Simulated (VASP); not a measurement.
# SrO (P6_3/mmc) in VASP: single point with PBE-based screened hybrid with 15 % exact exchange

Aim: the single point of SrO with PBE-based screened hybrid with 15 % exact exchange.

Everything below comes from runs of VASP 6.6.1. Logs are shortened: lines on timing, memory, paths and dates and some standing lists are left out, and cuts for length are marked.

### 1 The cell of the first run

The structure is hexagonal, space group P6_3/mmc (No. 194). Conventional cell: a = 3.547 Å, b = 3.547 Å, c = 6.208 Å, α = 90.00°, β = 90.00°, γ = 120.00°. Within 3.4 Å of Sr (site symmetry -6m2) lie 6 O at 2.57 Å. O (site symmetry -3m) has 6 Sr at 2.57 Å and 2 O at 3.10 Å within 3.4 Å.

### 2 Single point, PBE-based screened hybrid with 15 % exact exchange

File POSCAR:

```
SrO
1.0
    3.5471277480      0.0000000000      0.0000000000
   -1.7735638740      3.0719027403      0.0000000000
    0.0000000000      0.0000000000      6.2083420350
Sr O
2 2
Direct
    0.3333333333      0.6666666667      0.2500000000
    0.6666666667      0.3333333333      0.7500000000
    0.0000000000      0.0000000000      0.0000000000
    0.0000000000      0.0000000000      0.5000000000
```

File INCAR.step1:

```
ALGO = Normal
EDIFF = 1E-5
ENCUT = 520
GGA = PE
ISIF = 2
ISMEAR = 0
LASPH = True
LCHARG = False
LREAL = False
LWAVE = True
NBANDS = 24
NELM = 80
PREC = Accurate
SIGMA = 0.01
```

File INCAR.step2:

```
AEXX = 0.15
ALGO = Normal
EDIFF = 1E-6
ENCUT = 520
GGA = PE
HFSCREEN = 0.1
ISIF = 2
ISMEAR = 0
ISTART = 1
LASPH = True
LCHARG = False
LHFCALC = True
LREAL = False
LWAVE = False
NBANDS = 24
NELM = 80
PREC = Accurate
PRECFOCK = Normal
SIGMA = 0.01
```

File KPOINTS:

```
k-points
0
Gamma
  6 6 2
```

Potentials or basis: VASP PAW PBE potentials, release 64 (Sr_sv, O).

Command:

```console
cat potpaw_PBE.64/Sr_sv/POTCAR potpaw_PBE.64/O/POTCAR > POTCAR
cp INCAR.step1 INCAR
mpirun -np 1 vasp_std > vasp.out
cp INCAR.step2 INCAR
mpirun -np 1 vasp_std > vasp.out
```

OUTCAR:

```text
AEXX = 0.15
   EDIFF = 1E-6
   ENCUT = 520
   GGA = PE
   HFSCREEN = 0.1
   ISIF = 2
   ISMEAR = 0
   ISTART = 1
   LASPH = True
   LHFCALC = True
   LREAL = False
   NELM = 80
   PREC = Accurate
   PRECFOCK = Normal

 ion  position               nearest neighbor table
   1  0.333  0.667  0.250-   3 2.57   4 2.57   3 2.57   4 2.57   3 2.57   4 2.57   2 3.72   2 3.72
                             2 3.72   2 3.72   2 3.72   2 3.72
   2  0.667  0.333  0.750-   3 2.57   4 2.57   3 2.57   4 2.57   3 2.57   4 2.57   1 3.72   1 3.72
                             1 3.72   1 3.72   1 3.72   1 3.72
   3  0.000  0.000  0.000-   1 2.57   2 2.57   2 2.57   1 2.57   2 2.57   1 2.57
   4  0.000  0.000  0.500-   1 2.57   2 2.57   2 2.57   1 2.57   2 2.57   1 2.57

  LATTYP: Found a hexagonal cell.
 ALAT       =     3.5471277480
 C/A-ratio  =     1.7502448392

  Lattice vectors:

 A1 = (   3.5471277480,   0.0000000000,   0.0000000000)
 A2 = (  -1.7735638740,   3.0719027403,   0.0000000000)
 A3 = (   0.0000000000,   0.0000000000,   6.2083420350)

Analysis of symmetry for initial positions (statically):
=====================================================================
 Subroutine PRICEL returns:
 Original cell was already a primitive cell.

 Routine SETGRP: Setting up the symmetry group for a
 hexagonal supercell.

 Subroutine GETGRP returns: Found 24 space group operations
 (whereof 12 operations were pure point group operations)
 out of a pool of 24 trial point group operations.

The static configuration has the point symmetry D_3d.
 The point group associated with its full space group is D_6h.

Analysis of symmetry for dynamics (positions and initial velocities):
=====================================================================
 Subroutine PRICEL returns:
 Original cell was already a primitive cell.

 Routine SETGRP: Setting up the symmetry group for a
 hexagonal supercell.

 Subroutine GETGRP returns: Found 24 space group operations
 (whereof 12 operations were pure point group operations)
 out of a pool of 24 trial point group operations.

The dynamic configuration has the point symmetry D_3d.
 The point group associated with its full space group is D_6h.

 Subroutine INISYM returns: Found 24 space group operations
 (whereof 12 operations are pure point group operations),
 and found     1 'primitive' translations

----------------------------------------------------------------------------------------

                                     Primitive cell

  volume of cell :      67.6488

  direct lattice vectors                    reciprocal lattice vectors
     3.547127748  0.000000000  0.000000000     0.281918237  0.162765570  0.000000000
    -1.773563874  3.071902740  0.000000000     0.000000000  0.325531140  0.000000000
     0.000000000  0.000000000  6.208342035     0.000000000  0.000000000  0.161073600

  length of vectors
     3.547127748  3.547127748  6.208342035     0.325531140  0.325531140  0.161073600

  position of ions in fractional coordinates (direct lattice)
     0.333333333  0.666666667  0.250000000
     0.666666667  0.333333333  0.750000000
     0.000000000  0.000000000  0.000000000
     0.000000000  0.000000000  0.500000000

  ion indices of the primitive-cell ions
   primitive index   ion index
                 1           1
                 2           2
                 3           3
                 4           4

----------------------------------------------------------------------------------------

 KPOINTS: k-points

Automatic generation of k-mesh.
 Grid dimensions read from file:
 generate k-points for:    6    6    2

 Generating k-lattice:

  Cartesian coordinates                     Fractional coordinates (reciprocal lattice)
     0.046986373  0.027127595  0.000000000     0.166666667 -0.000000000  0.000000000
     0.000000000  0.054255190  0.000000000     0.000000000  0.166666667  0.000000000
     0.000000000  0.000000000  0.080536800     0.000000000  0.000000000  0.500000000

  Length of vectors
     0.054255190  0.054255190  0.080536800

  Shift w.r.t. Gamma in fractional coordinates (k-lattice)
     0.000000000  0.000000000  0.000000000

 Subroutine IBZKPT returns following result:
 ===========================================

 Found     14 irreducible k-points:

 Following reciprocal coordinates:
            Coordinates               Weight
  0.000000  0.000000  0.000000      1.000000
  0.166667  0.000000  0.000000      6.000000
  0.333333  0.000000  0.000000      6.000000
  0.500000  0.000000  0.000000      3.000000
  0.166667  0.166667  0.000000      6.000000
  0.333333  0.166667  0.000000     12.000000
  0.333333  0.333333  0.000000      2.000000
  0.000000  0.000000  0.500000      1.000000
  0.166667  0.000000  0.500000      6.000000
  0.333333  0.000000  0.500000      6.000000
  0.500000  0.000000  0.500000      3.000000
  0.166667  0.166667  0.500000      6.000000
  0.333333  0.166667  0.500000     12.000000
  0.333333  0.333333  0.500000      2.000000
   k-points           NKPTS =     14   k-points in BZ     NKDIM =     72   number of bands    NBANDS=     24
   number of dos      NEDOS =    301   number of ions     NIONS =      4
   total plane-waves  NPLWV =  37632
   dimension x,y,z NGX =    28 NGY =   28 NGZ =   48
   dimension x,y,z NGXF=    56 NGYF=   56 NGZF=   96
   ions per type =               2   2
   NGX,Y,Z   is equivalent  to a cutoff of  13.12, 13.12, 12.85 a.u.
   NGXF,Y,Z  is equivalent  to a cutoff of  26.25, 26.25, 25.71 a.u.
 SYSTEM =  unknown system
   PREC   = accura    normal or accurate (medium, high low for compatibility)
   ISTART =      1    job   : 0-new  1-cont  2-samecut
   ICHARG =      0    charge: 1-file 2-atom 10-const
   ISPIN  =      1    spin polarized calculation?
   LNONCOLLINEAR =      F non collinear calculations
   LSORBIT =      F    spin-orbit coupling
   LASPH  =      T    aspherical Exc in radial PAW
   ENCUT  =  520.0 eV  38.22 Ry    6.18 a.u.   6.60  6.60 11.54*2*pi/ulx,y,z
   NELM   =     80;   NELMIN=  2; NELMDL=  0     # of ELM steps
   EDIFF  = 0.1E-05   stopping-criterion for ELM
   LREAL  =      F    real-space projection
   EDIFFG = 0.1E-04   stopping-criterion for IOM
   NSW    =      0    number of steps for IOM
   IBRION =     -1    ionic relax: 0-MD 1-quasi-New 2-CG
   NFREE  =      0    steps in history (QN), initial steepest desc. (CG)
   ISIF   =      2    stress and relaxation
   ISYM   =      3    0-nonsym 1-usesym 2-fastsym
   POTIM  = 0.5000    time-step for ionic-motion
   TEBEG  =    0.0;   TEEND  =   0.0 temperature during run
   PSTRESS=    0.0 pullay stress
   NELECT =      32.0000    total number of electrons
   NUPDOWN=      -1.0000    fix difference up-down
   EMIN   =  10.00;   EMAX   =-10.00  energy-range for DOS
   EFERMI =   0.00;   METHOD = LEGACY
   ISMEAR =     0;   SIGMA  =   0.01  broadening in eV -4-tet -1-fermi 0-gaus
   EFERMI_NEDOS =   21; number of points for ismear=-14 and -15
   IALGO  =     38    algorithm
   IMIX   =      1    mixing-type and parameters
     AMIX     =   0.40;   BMIX     =  1.00
     AMIX_MAG =   1.60;   BMIX_MAG =  1.00
  volume/ion in A,a.u.               =      16.91       114.13
  Fermi-wavevector in a.u.,A,eV,Ry     =   1.275572  2.410481 22.137808  1.627083
  Thomas-Fermi vector in A             =   2.408276
   LORBIT       =      0    0 simple, 1 ext, 2 COOP (PROOUT), +10 PAW based schemes
   GGA     = PE    functional components
   LHFCALC =     T    Hartree Fock is set to
   PRECFOCK=normal    Normal, Fast or Accurate (Low or Medium for compatibility)
   ENCUT4O =  -1.0   cutoff for four orbital integrals eV
   NKREDX  =     1    reduce k-point grid by
   NKREDY  =     1    reduce k-point grid by
   NKREDZ  =     1    reduce k-point grid by
   AEXX    =    0.1500 exact exchange contribution
   HFSCREEN=    0.1000 screening length (either q_TF or 0.3 A-1)
   HFSCREENC=   0.1000 screening length for correlation (either q_TF or 0.3 A-1)
   ENCUTFOCK=  -1.0 apply spherical cutoff to Coloumb kernel
   IVDW    =     0    specifies the selected vdW correction
   LEPSILON=     F    determine dielectric tensor
   LRPA    =     F    only Hartree local field effects (RPA)
 non-spin polarized calculation
 Gauss-broadening in eV      SIGMA  =   0.01
  energy-cutoff  :      520.00
  volume of cell :       67.65
 maximum number of plane-waves:      1842
 NGX is ok and might be reduce to    28
  NGX = 20; NGY = 20; NGZ = 36

 number of electron      32.0000015 magnetization

 Free energy of the ion-electron system (eV)
  ---------------------------------------------------
  ext. energy  EPLUGINS =         0.00000000
  ---------------------------------------------------
  free energy    TOTEN  =       -26.60940204 eV

  energy without entropy =      -26.60940204  energy(sigma->0) =      -26.60940204

 E-fermi :   1.5846     XC(G=0):  -8.8674

 val. band max:        1.5085721617   @ k =   0.0000   0.0000   0.0000
 cond. band min:       5.6399797303   @ k =   0.5000   0.0000   0.0000
 fundamental gap:      4.1314075687
 Fermi energy:         1.5845927357

 k-point     1 :       0.0000    0.0000    0.0000
  band No.  band energies     occupation
      1     -32.6853      2.00000
      2     -32.5698      2.00000
      3     -16.4076      2.00000
      4     -14.9689      2.00000
      5     -13.5671      2.00000
      6     -13.5671      2.00000
[... 16 lines left out ...]
     23      10.0980      0.00000
     24      11.0732      0.00000

 k-point     2 :       0.1667    0.0000    0.0000
  band No.  band energies     occupation
      1     -32.6484      2.00000
      2     -32.5476      2.00000
      3     -16.1870      2.00000
      4     -15.4168      2.00000
      5     -13.8184      2.00000
      6     -13.6617      2.00000
[... 16 lines left out ...]
     23      10.5314      0.00000
     24      10.5711      0.00000

 k-point     3 :       0.3333    0.0000    0.0000
  band No.  band energies     occupation
      1     -32.5696      2.00000
      2     -32.5064      2.00000
      3     -16.0508      2.00000
      4     -15.5919      2.00000
      5     -14.2731      2.00000
      6     -13.8128      2.00000
[... 16 lines left out ...]
     23      11.5238      0.00000
     24      11.5844      0.00000

 k-point     4 :       0.5000    0.0000    0.0000
  band No.  band energies     occupation
      1     -32.5235      2.00000
      2     -32.4917      2.00000
      3     -16.3124      2.00000
      4     -15.0617      2.00000
      5     -14.4848      2.00000
      6     -14.0197      2.00000
[... 16 lines left out ...]
     23      12.4525      0.00000
     24      12.4958      0.00000

 k-point     5 :       0.1667    0.1667    0.0000
  band No.  band energies     occupation
      1     -32.5904      2.00000
      2     -32.5158      2.00000
      3     -15.8886      2.00000
      4     -15.7749      2.00000
      5     -14.1543      2.00000
      6     -13.7689      2.00000
[... 16 lines left out ...]
     23      11.2060      0.00000
     24      11.4301      0.00000

 k-point     6 :       0.3333    0.1667    0.0000
  band No.  band energies     occupation
      1     -32.5251      2.00000
      2     -32.4903      2.00000
      3     -16.2556      2.00000
      4     -15.1169      2.00000
      5     -14.3781      2.00000
      6     -14.0308      2.00000
[... 16 lines left out ...]
     23      11.6734      0.00000
     24      12.3078      0.00000
[... 109 lines left out ...]
 k-point    11 :       0.5000    0.0000    0.5000
  band No.  band energies     occupation
      1     -32.5076      2.00000
      2     -32.5076      2.00000
      3     -15.9331      2.00000
      4     -15.9331      2.00000
      5     -13.7687      2.00000
      6     -13.7687      2.00000
[... 16 lines left out ...]
     23      12.3160      0.00000
     24      12.3160      0.00000

 k-point    12 :       0.1667    0.1667    0.5000
  band No.  band energies     occupation
      1     -32.5533      2.00000
      2     -32.5533      2.00000
      3     -15.8284      2.00000
      4     -15.8284      2.00000
      5     -13.8584      2.00000
      6     -13.8584      2.00000
[... 16 lines left out ...]
     23      11.6881      0.00000
     24      11.6881      0.00000

 k-point    13 :       0.3333    0.1667    0.5000
  band No.  band energies     occupation
      1     -32.5077      2.00000
      2     -32.5077      2.00000
      3     -15.8637      2.00000
      4     -15.8637      2.00000
      5     -14.0629      2.00000
      6     -14.0629      2.00000
[... 16 lines left out ...]
     23      12.0617      0.00000
     24      12.0617      0.00000

 k-point    14 :       0.3333    0.3333    0.5000
  band No.  band energies     occupation
      1     -32.4924      2.00000
      2     -32.4924      2.00000
      3     -15.8062      2.00000
      4     -15.8062      2.00000
      5     -14.3471      2.00000
      6     -14.3471      2.00000
[... 16 lines left out ...]
     23      12.2136      0.00000
     24      12.2136      0.00000

------------------------ aborting loop because EDIFF is reached ----------------------------------------

  FORCE on cell =-STRESS in cart. coord.  units (eV):
  Direction    XX          YY          ZZ          XY          YZ          ZX
  --------------------------------------------------------------------------------------
  -------------------------------------------------------------------------------------
  Total        0.4858738      0.4858738      0.4030592      0.0000000     -0.0000000      0.0000000
  in kB       11.5073190     11.5073190      9.5459564      0.0000000     -0.0000000      0.0000000
  external PRESSURE =      10.8535315 kB  Pullay stress =       0.0000000 kB

 VOLUME and BASIS-vectors are now :
 -----------------------------------------------------------------------------
  energy-cutoff  :      520.00
  volume of cell :       67.65
      direct lattice vectors                 reciprocal lattice vectors
     3.547127748  0.000000000  0.000000000     0.281918237  0.162765570  0.000000000
    -1.773563874  3.071902740  0.000000000     0.000000000  0.325531140  0.000000000
     0.000000000  0.000000000  6.208342035     0.000000000  0.000000000  0.161073600

 POSITION                                       TOTAL-FORCE (eV/Angst)
 -----------------------------------------------------------------------------------
     -0.00000      2.04794      1.55209         0.000000     -0.000000     -0.000000
      1.77356      1.02397      4.65626        -0.000000      0.000000     -0.000000
      0.00000      0.00000      0.00000        -0.000000      0.000000      0.000000
      0.00000      0.00000      3.10417        -0.000000      0.000000      0.000000
 -----------------------------------------------------------------------------------
    total drift:                               -0.000000      0.000000      0.000000

  FREE ENERGIE OF THE ION-ELECTRON SYSTEM (eV)
  ---------------------------------------------------
  free  energy   TOTEN  =       -26.6094020368 eV

  energy  without entropy=      -26.6094020368  energy(sigma->0) =      -26.60940204
```

It took 56 min on 1 thread of Oxide Virtual Turin-like, shared host; peak memory 0.28 GiB.

Results:

```yaml
Free_energy: -26.6094 eV
Pressure: 1.1 GPa
Band_gap_on_the_k_mesh: 4.13 eV (least direct gap 4.15 eV)
```

Caveat: the k points lie up to 0.51 Å⁻¹ apart; the PAW data sets were made with another functional, which shifts forces and pressure a little. A k mesh can miss the band edges.
